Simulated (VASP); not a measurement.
# Al16N15 (a cell with a defect) in VASP: a series of runs, part 2 of 2

VASP 6.6.1. The steps go on from the part before.

### Step 4. Single point, LDA

The input, INCAR:

```
PREC     = Accurate       # precision mode
ENCUT    = 520            # plane-wave cutoff, eV
EDIFF    = 1E-6           # SCF threshold, eV
ISMEAR   = -1             # smearing method
SIGMA    = 0.01           # smearing width, eV
LREAL    = Auto         
LASPH    = True           # aspherical terms in the spheres
NELM     = 120            # most SCF steps
ALGO     = Normal         # electronic algorithm
ISIF     = 2              # what is computed and relaxed
LWAVE    = False          # write WAVECAR
LCHARG   = False          # write CHGCAR
GGA      = CA             # functional
NELECT   = 120.0        
NBANDS   = 82             # bands
GGA_COMPAT= False
```

The input, KPOINTS:

```
Automatic mesh
0
Gamma
  1 1 1
  0.25 0.25 0.25
```

The input, POSCAR:

```
Al16N15
1.0
    6.2595139128      0.0000000578      0.0000000000
   -3.1297570064      5.4208980350      0.0000000000
    0.0000000000      0.0000000000     10.0348065929
Al N
16 15
Direct
    0.3323240368      0.1680794070      0.2467897849
    0.1669687829      0.3333756877      0.5046737038
    0.3307053144      0.1700530033      0.7541849980
    0.1666154482      0.3337698698      1.0019489166
    0.3325872029      0.6640083703      0.2467397213
    0.2094925750      0.8554166329      0.5102959116
    0.3301101335      0.6591172269      0.7539620822
    0.1783811002      0.8402435574      0.9979705991
    0.8366112711      0.1679463157      0.2468252511
    0.6451348680      0.2909549128      0.5101905763
    0.8410672843      0.1702230284      0.7538453557
    0.6606340100      0.3224566868      0.9977198111
    0.8343046583      0.6666289210      0.1905952270
    0.6462028116      0.8539027250      0.5111692290
    0.8339182835      0.6660964378      0.7588419820
    0.6617868128      0.8390887065      0.9976190200
    0.3317935450      0.1684049607      0.4398325198
    0.1680302899      0.3324423051      0.1916729314
    0.3315004952      0.1692027183      0.9402764485
    0.1683886706      0.3319716511      0.6900877407
    0.3311316526      0.6651155642      0.4398815691
    0.1729335240      0.8350441464      0.1921084055
    0.3317144424      0.6672414399      0.9400385671
    0.1639669710      0.8299159396      0.6904876691
    0.8351243466      0.1689321422      0.4399281529
    0.6654888933      0.3277303031      0.1922206344
    0.8334282655      0.1687758481      0.9398094253
    0.6705339061      0.3361194627      0.6903642618
    0.6663822305      0.8344991090      0.1918110319
    0.8326550223      0.6680723841      0.9515459844
    0.6703175253      0.8290910025      0.6910269748
```

Potentials or basis: VASP PAW LDA potentials, release 64 (Al, N).

Started as:

```console
$ cat potpaw_LDA.64/Al/POTCAR potpaw_LDA.64/N/POTCAR > POTCAR
$ mpirun -np 1 vasp_std > vasp.out
```

OUTCAR:

```text
PREC = Accurate
   ENCUT = 520
   EDIFF = 1E-6
   ISMEAR = -1
   LREAL = Auto
   LASPH = True
   NELM = 120
   ISIF = 2
   GGA = CA
   NELECT = 120.0

 ion  position               nearest neighbor table
   1  0.332  0.168  0.247-  18 1.87  22 1.89  26 1.89  17 1.94   4 3.04   8 3.07  12 3.07   9 3.10
                             5 3.10  10 3.15   6 3.15   2 3.15   5 3.16   9 3.16  13 3.18  13 3.18
   2  0.167  0.333  0.505-  20 1.86  17 1.90  21 1.91  25 1.91  11 3.06   7 3.06   3 3.07   6 3.13
                            10 3.13  14 3.14  14 3.14  10 3.14   6 3.14   9 3.15   1 3.15   5 3.15
   3  0.331  0.170  0.754-  19 1.87  20 1.87  28 1.95  24 1.95   6 2.99  10 2.99  12 3.03   8 3.03
                             4 3.06   7 3.06  11 3.07   2 3.07  15 3.13  15 3.13  11 3.19   7 3.20
   4  0.167  0.334  0.002-  19 1.89  18 1.90  27 1.91  23 1.91   9 3.04   5 3.04   1 3.04   7 3.05
                            11 3.05   3 3.06   8 3.13  12 3.13  16 3.13  16 3.13  12 3.13   8 3.13
   5  0.333  0.664  0.247-  22 1.87  18 1.88  29 1.89  21 1.94   4 3.04  16 3.07   8 3.07   1 3.10
                             9 3.10   2 3.15   6 3.15   9 3.15   1 3.16  14 3.16  13 3.18  13 3.18
   6  0.209  0.855  0.510-  24 1.83  21 1.85  17 1.85  10 2.73  14 2.74   3 2.99   7 3.00   2 3.13
                             2 3.14   1 3.15   5 3.15  15 3.22
   7  0.330  0.659  0.754-  23 1.87  20 1.89  24 1.93  31 1.95  14 2.99   6 3.00  16 3.04   8 3.04
                             4 3.05  11 3.06   2 3.06   3 3.06  15 3.13  15 3.13   3 3.20  11 3.20
   8  0.178  0.840  0.998-  23 1.86  19 1.88  30 1.93  22 1.95  13 2.69  12 3.02  16 3.03   3 3.03
                            15 3.04   7 3.04   1 3.07   5 3.07   4 3.13   4 3.13  16 3.23  12 3.24
   9  0.837  0.168  0.247-  26 1.88  18 1.88  29 1.89  25 1.94   4 3.04  16 3.07  12 3.08   1 3.10
                             5 3.10   2 3.15  10 3.15   5 3.15   1 3.16  14 3.16  13 3.18  13 3.18
  10  0.645  0.291  0.510-  28 1.82  25 1.84  17 1.85   6 2.73  14 2.74   3 2.99  11 3.00   2 3.13
                             2 3.14   1 3.15   9 3.15  15 3.22
  11  0.841  0.170  0.754-  27 1.87  20 1.89  28 1.93  31 1.95  14 2.99  10 3.00  16 3.04  12 3.04
                             4 3.05   7 3.06   2 3.06   3 3.07  15 3.13  15 3.13   3 3.19   7 3.20
  12  0.661  0.322  0.998-  27 1.86  19 1.88  30 1.93  26 1.95  13 2.69   8 3.02  16 3.03   3 3.03
                            15 3.04  11 3.04   1 3.07   9 3.08   4 3.13   4 3.13  16 3.23   8 3.24
  13  0.834  0.667  0.191-  29 1.82  22 1.84  26 1.84  30 2.40   8 2.69  12 2.69  16 2.69   5 3.18
                             1 3.18   9 3.18   9 3.18   1 3.18   5 3.18
  14  0.646  0.854  0.511-  31 1.82  25 1.86  21 1.86   6 2.74  10 2.74  11 2.99   7 2.99   2 3.14
                             2 3.14   5 3.16   9 3.16  15 3.21
  15  0.834  0.666  0.759-  31 1.90  24 1.92  28 1.92  30 1.93  12 3.04  16 3.04   8 3.04  11 3.13
                             3 3.13   7 3.13   7 3.13   3 3.13  11 3.13  14 3.21  10 3.22   6 3.22
  16  0.662  0.839  0.998-  27 1.88  23 1.88  30 1.91  29 1.95  13 2.69  12 3.03   8 3.03  11 3.04
                             7 3.04  15 3.04   9 3.07   5 3.07   4 3.13   4 3.13   8 3.23  12 3.23
  17  0.332  0.168  0.440-   6 1.85  10 1.85   2 1.90   1 1.94
  18  0.168  0.332  0.192-   1 1.87   9 1.88   5 1.88   4 1.90
  19  0.332  0.169  0.940-   3 1.87   8 1.88  12 1.88   4 1.89
  20  0.168  0.332  0.690-   2 1.86   3 1.87   7 1.89  11 1.89
  21  0.331  0.665  0.440-   6 1.85  14 1.86   2 1.91   5 1.94
  22  0.173  0.835  0.192-  13 1.84   5 1.87   1 1.89   8 1.95
  23  0.332  0.667  0.940-   8 1.86   7 1.87  16 1.88   4 1.91
  24  0.164  0.830  0.690-   6 1.83  15 1.92   7 1.93   3 1.95
  25  0.835  0.169  0.440-  10 1.84  14 1.86   2 1.91   9 1.94
  26  0.665  0.328  0.192-  13 1.84   9 1.88   1 1.89  12 1.95
  27  0.833  0.169  0.940-  12 1.86  11 1.87  16 1.88   4 1.91
  28  0.671  0.336  0.690-  10 1.82  15 1.92  11 1.93   3 1.95
[... 30 lines left out ...]
   TEBEG  =    0.0;   TEEND  =   0.0 temperature during run
   PSTRESS=    0.0 pullay stress
   NELECT =     120.0000    total number of electrons
   NUPDOWN=      -1.0000    fix difference up-down
   EMIN   =  10.00;   EMAX   =-10.00  energy-range for DOS
   EFERMI =   0.00;   METHOD = LEGACY
   ISMEAR =    -1;   SIGMA  =   0.01  broadening in eV -4-tet -1-fermi 0-gaus
   EFERMI_NEDOS =   21; number of points for ismear=-14 and -15
   IALGO  =     38    algorithm
   IMIX   =      4    mixing-type and parameters
     AMIX     =   0.40;   BMIX     =  1.00
     AMIX_MAG =   1.60;   BMIX_MAG =  1.00
  volume/ion in A,a.u.               =      10.98        74.12
  Fermi-wavevector in a.u.,A,eV,Ry     =   1.156365  2.185213 18.193440  1.337180
  Thomas-Fermi vector in A             =   2.292986
   LORBIT       =      0    0 simple, 1 ext, 2 COOP (PROOUT), +10 PAW based schemes
   GGA     = CA    functional components
   LHFCALC =     F    Hartree Fock is set to
   AEXX    =    0.0000 exact exchange contribution
   IVDW    =     0    specifies the selected vdW correction
   LEPSILON=     F    determine dielectric tensor
   LRPA    =     F    only Hartree local field effects (RPA)
 non-spin polarized calculation
  energy-cutoff  :      520.00
  volume of cell :      340.50
 maximum number of plane-waves:      9148
 NGX is ok and might be reduce to    48
   NGX = 23   NGY = 23   NGZ = 37

 number of electron     120.0000004 magnetization

 Free energy of the ion-electron system (eV)
  ---------------------------------------------------
  ext. energy  EPLUGINS =         0.00000000
  ---------------------------------------------------
  free energy    TOTEN  =      -271.52538641 eV

  energy without entropy =     -271.52538641  energy(sigma->0) =     -271.52538641

 E-fermi :   5.3566     XC(G=0): -10.8775

 val. band max:        5.0869228066   @ k =   0.2500   0.2500   0.2500
 cond. band min:       6.7981306695   @ k =   0.2500   0.5000   0.2500
 fundamental gap:      1.7112078629
 Fermi energy:         5.3565767834

 k-point     1 :       0.2500    0.2500    0.2500
  band No.  band energies     occupation
      1      -8.9490      2.00000
      2      -8.4311      2.00000
      3      -8.3821      2.00000
      4      -8.0857      2.00000
      5      -7.8441      2.00000
      6      -7.7361      2.00000
[... 439 lines left out ...]
     71      12.2370      0.00000
     72      12.3086      0.00000
 [bands above 72 left out]

------------------------ aborting loop because EDIFF is reached ----------------------------------------

  FORCE on cell =-STRESS in cart. coord.  units (eV):
  Direction    XX          YY          ZZ          XY          YZ          ZX
  --------------------------------------------------------------------------------------
  -------------------------------------------------------------------------------------
  Total      -37.8111387    -39.5887718    -38.0767552     -1.5288998      0.0158359     -0.1054681
  in kB     -177.9137371   -186.2780808   -179.1635496     -7.1939720      0.0745129     -0.4962617
  external PRESSURE =    -181.1184558 kB  Pullay stress =       0.0000000 kB

 VOLUME and BASIS-vectors are now :
 -----------------------------------------------------------------------------
  energy-cutoff  :      520.00
  volume of cell :      340.50
      direct lattice vectors                 reciprocal lattice vectors
     6.259513913  0.000000058  0.000000000     0.159756813  0.092235641  0.000000000
    -3.129757006  5.420898035  0.000000000    -0.000000002  0.184471279  0.000000000
     0.000000000  0.000000000 10.034806593     0.000000000  0.000000000  0.099653141

 POSITION                                       TOTAL-FORCE (eV/Angst)
 -----------------------------------------------------------------------------------
      1.55414      0.91114      2.47649         0.119928     -0.055309      0.007841
      0.00176      1.80720      5.06430        -0.097824      0.053802     -0.003122
      1.53783      0.92184      7.56810         0.074395     -0.072252      0.013635
     -0.00169      1.80933      0.01956        -0.147879      0.102742      0.000522
      0.00365      3.59952      2.47599         0.136187     -0.056537      0.010343
     -1.36592      4.63713      5.12072         0.088847      0.036498      0.118694
[... 23 lines left out ...]
      3.12111      3.62155      9.54858         0.170063     -0.097898      0.017378
      1.60101      4.49442      6.93432        -0.157449      0.132931     -0.089169
 -----------------------------------------------------------------------------------
    total drift:                                0.000177     -0.000805      0.000585

  FREE ENERGIE OF THE ION-ELECTRON SYSTEM (eV)
  ---------------------------------------------------
  free  energy   TOTEN  =      -271.5253864092 eV

  energy  without entropy=     -271.5253864092  energy(sigma->0) =     -271.52538641
```

Run time: 4.8 min. Hardware: 1 thread of Intel Xeon Platinum 8559C (Emerald Rapids), shared host; peak memory 0.38 GiB.

Results:

```yaml
Free_energy: -271.5254 eV
Largest_force: 0.289 eV/Å
```

Forces in eV/Å, atoms in the order of the input:
```
Al   0.120 -0.055  0.008
Al  -0.098  0.054 -0.003
Al   0.074 -0.072  0.014
Al  -0.148  0.103  0.001
Al   0.136 -0.057  0.010
Al   0.089  0.036  0.119
Al   0.052 -0.060  0.039
Al  -0.111  0.011 -0.002
Al   0.095 -0.073  0.007
Al  -0.006 -0.107  0.101
Al   0.113 -0.052  0.026
Al  -0.073  0.085  0.051
Al   0.160 -0.128 -0.095
Al  -0.249  0.140 -0.043
Al   0.137 -0.056  0.022
Al  -0.149  0.063  0.004
N    0.103 -0.043  0.012
N   -0.167  0.100 -0.016
N    0.207 -0.114 -0.040
N   -0.157  0.084 -0.019
N    0.214  0.037  0.053
N   -0.189  0.052 -0.125
N    0.202 -0.092 -0.001
N   -0.102  0.104  0.001
N    0.083 -0.197  0.058
N   -0.123  0.149 -0.142
N    0.162 -0.113  0.020
N   -0.160  0.053  0.012
N   -0.228  0.116  0.002
N    0.170 -0.098  0.017
N   -0.157  0.133 -0.089
```

Caveat: the k points lie up to 0.58 Å⁻¹ apart; the cell carries a net charge on a neutralising background, which shifts energy and pressure; the cell is charged against a uniform background, so pressure and absolute levels hang on convention.

### Step 5. Single point, PBE

The input, INCAR:

```
SYSTEM = Al16N15
ALGO     = Normal         ! electronic algorithm
EDIFF    = 1E-6           ! SCF threshold, eV
ENCUT    = 520            ! plane-wave cutoff, eV
GGA      = PE             ! functional
GGA_COMPAT= .False.      
ISIF     = 2              ! what is computed and relaxed
ISMEAR   = 0              ! smearing method
LASPH    = .True.         ! aspherical terms in the spheres
LCHARG   = .False.        ! write CHGCAR
LREAL    = Auto         
LWAVE    = .False.        ! write WAVECAR
NBANDS   = 82             ! bands
NELECT   = 122.0        
NELM     = 120            ! most SCF steps
PREC     = Accurate       ! precision mode
SIGMA    = 0.01           ! smearing width, eV
```

KPOINTS is that of step 4.

The input, POSCAR:

```
Al16N15
1.0
    6.2595139128      0.0000000578      0.0000000000
   -3.1297570064      5.4208980350      0.0000000000
    0.0000000000      0.0000000000     10.0348065929
Al N
16 15
Direct
    0.3318147562      0.1660143384      0.2501706644
    0.1677252509      0.3305260850      0.5015037561
    0.3322810991      0.1667242133      0.7500036903
    0.1656467325      0.3327382971      0.9990955619
    0.3321296592      0.6630661403      0.2484756465
    0.1730148360      0.8358269369      0.4998630336
    0.3308613743      0.6643248297      0.7502446480
    0.1657025581      0.8334015317      0.9994121870
    0.8354209900      0.1666410569      0.2486189376
    0.6626901848      0.3258169254      0.4999362503
    0.8339169833      0.1669022355      0.7501897276
    0.6649623053      0.3325233586      0.9994597481
    0.8324045852      0.6658281272      0.2416395098
    0.6631511292      0.8346548191      0.5010903805
    0.8325304464      0.6660924117      0.7506126348
    0.6651541189      0.8334596156      0.9987158918
    0.3337460985      0.1645041409      0.4400861663
    0.1676521484      0.3307297291      0.1893758101
    0.3314869409      0.1669282216      0.9397585022
    0.1669737434      0.3313186287      0.6898277638
    0.3310193509      0.6632845950      0.4387478898
    0.1669698233      0.8309529336      0.1926829807
    0.3308122171      0.6680442525      0.9399540312
    0.1652072993      0.8311881221      0.6874448396
    0.8347499713      0.1670118493      0.4389379795
    0.6663703351      0.3308314252      0.1925853951
    0.8304730255      0.1677188305      0.9398980466
    0.6683068860      0.3338433985      0.6876174516
    0.6675299990      0.8321003293      0.1909454873
    0.8310034307      0.6673860776      0.9406573251
    0.6666207397      0.8303786609      0.6886682984
```

Potentials or basis: VASP PAW PBE potentials, release 64 (Al, N).

Started as:

```console
$ cat potpaw_PBE.64/Al/POTCAR potpaw_PBE.64/N/POTCAR > POTCAR
$ mpirun -np 1 vasp_std > vasp.out
```

Wall time 4.5 min (1 thread of Intel Xeon Platinum 8559C (Emerald Rapids), shared host); peak memory 0.46 GiB.

The run converged. Its results:

```yaml
Free_energy: -235.6491 eV
Largest_force: 0.263 eV/Å
```

Forces on the atoms (eV/Å):
```
Al   0.102 -0.067 -0.130
Al  -0.232  0.125  0.004
Al   0.111 -0.059  0.032
Al  -0.111  0.067  0.005
Al   0.110 -0.063  0.060
Al   0.048 -0.215  0.080
Al   0.094 -0.065 -0.003
Al  -0.105  0.060  0.026
Al   0.097 -0.045  0.066
Al   0.217  0.049  0.076
Al   0.100 -0.048 -0.011
Al  -0.114  0.072  0.012
Al   0.135 -0.100 -0.001
Al  -0.097  0.070 -0.128
Al   0.117 -0.060  0.009
Al  -0.111  0.062 -0.018
N   -0.132  0.088 -0.151
N   -0.152  0.091  0.005
N    0.170 -0.099 -0.005
N   -0.142  0.080 -0.010
N    0.179  0.068  0.062
N   -0.145  0.113 -0.065
N    0.184 -0.097 -0.004
N   -0.138  0.047  0.041
N    0.030 -0.177  0.053
N   -0.111  0.113 -0.045
N    0.179 -0.124 -0.008
N   -0.156  0.048  0.013
N   -0.200  0.048  0.103
N    0.168 -0.098 -0.007
N   -0.096  0.118 -0.059
```

Levels at points of the mesh, in eV from the Fermi level:
```
           k point  band 57  band 58  band 59  band 60  band 61  band 62  band 63  band 64  band 65  band 66
(0.25, 0.25, 0.25)    -1.29    -1.24    -1.14    -0.97    -0.09     2.92     3.52     3.70     5.04     5.58
```

Caveat: the k points lie up to 0.58 Å⁻¹ apart; the cell carries a net charge on a neutralising background, which shifts energy and pressure; the cell is charged against a uniform background, so pressure and absolute levels hang on convention.

### Step 6. Single point, PBE

The input, INCAR:

```
PREC = Accurate
ENCUT = 520
EDIFF = 1E-6
ISMEAR = 0
SIGMA = 0.01
LREAL = Auto
LASPH = True
NELM = 120
ALGO = Normal
ISIF = 2
LWAVE = False
LCHARG = True
GGA = PE
LELF = True
LVHAR = True
NBANDS = 82
NELECT = 120.0
GGA_COMPAT = False
```

KPOINTS is that of step 5.

The input, POSCAR:

```
Al16N15
1.0
    6.2595139128      0.0000000578      0.0000000000
   -3.1297570064      5.4208980350      0.0000000000
    0.0000000000      0.0000000000     10.0348065929
Al N
16 15
Direct
    0.3323240368      0.1680794070      0.2467897849
    0.1669687829      0.3333756877      0.5046737038
    0.3307053144      0.1700530033      0.7541849980
    0.1666154482      0.3337698698      1.0019489166
    0.3325872029      0.6640083703      0.2467397213
    0.2094925750      0.8554166329      0.5102959116
    0.3301101335      0.6591172269      0.7539620822
    0.1783811002      0.8402435574      0.9979705991
    0.8366112711      0.1679463157      0.2468252511
    0.6451348680      0.2909549128      0.5101905763
    0.8410672843      0.1702230284      0.7538453557
    0.6606340100      0.3224566868      0.9977198111
    0.8343046583      0.6666289210      0.1905952270
    0.6462028116      0.8539027250      0.5111692290
    0.8339182835      0.6660964378      0.7588419820
    0.6617868128      0.8390887065      0.9976190200
    0.3317935450      0.1684049607      0.4398325198
    0.1680302899      0.3324423051      0.1916729314
    0.3315004952      0.1692027183      0.9402764485
    0.1683886706      0.3319716511      0.6900877407
    0.3311316526      0.6651155642      0.4398815691
    0.1729335240      0.8350441464      0.1921084055
    0.3317144424      0.6672414399      0.9400385671
    0.1639669710      0.8299159396      0.6904876691
    0.8351243466      0.1689321422      0.4399281529
    0.6654888933      0.3277303031      0.1922206344
    0.8334282655      0.1687758481      0.9398094253
    0.6705339061      0.3361194627      0.6903642618
    0.6663822305      0.8344991090      0.1918110319
    0.8326550223      0.6680723841      0.9515459844
    0.6703175253      0.8290910025      0.6910269748
```

Potentials or basis: VASP PAW PBE potentials, release 64 (Al, N).

Started as:

```console
$ cat potpaw_PBE.64/Al/POTCAR potpaw_PBE.64/N/POTCAR > POTCAR
$ mpirun -np 1 vasp_std > vasp.out
```

Run time: 5 min. Hardware: 1 thread of Intel Xeon Platinum 8559C (Emerald Rapids), shared host; peak memory 0.46 GiB.

The run converged. Its results:

```
Free energy   : -248.8981 eV
Largest force : 0.290 eV/Å
```

Forces on the atoms (eV/Å):
```
Al   0.115 -0.051  0.006
Al  -0.101  0.055  0.001
Al   0.087 -0.079 -0.011
Al  -0.153  0.105  0.002
Al   0.141 -0.066  0.007
Al  -0.047 -0.037  0.067
Al   0.055 -0.056  0.018
Al  -0.108  0.017 -0.019
Al   0.108 -0.071  0.004
Al  -0.009  0.051  0.051
Al   0.111 -0.058  0.004
Al  -0.077  0.076  0.035
Al   0.168 -0.131 -0.002
Al  -0.116  0.063 -0.105
Al   0.144 -0.061  0.002
Al  -0.162  0.070 -0.013
N    0.043 -0.009 -0.047
N   -0.170  0.101  0.001
N    0.194 -0.107 -0.032
N   -0.160  0.084 -0.011
N    0.215 -0.032 -0.006
N   -0.180  0.059 -0.035
N    0.204 -0.110  0.009
N   -0.137  0.086  0.030
N    0.144 -0.164 -0.001
N   -0.125  0.138 -0.053
N    0.178 -0.106  0.030
N   -0.162  0.092  0.041
N   -0.244  0.124  0.095
N    0.173 -0.100 -0.007
N   -0.127  0.116 -0.061
```

Levels at points of the mesh, in eV from the Fermi level:
```tsv
k point	band 56	band 57	band 58	band 59	band 60	band 61	band 62	band 63	band 64	band 65
(0.25, 0.25, 0.25)	-0.43	-0.34	-0.25	-0.17	-0.06	1.66	4.04	4.59	4.86	5.59
```

Caveat: the k points lie up to 0.58 Å⁻¹ apart; the cell carries a net charge on a neutralising background, which shifts energy and pressure; the cell is charged against a uniform background, so pressure and absolute levels hang on convention.
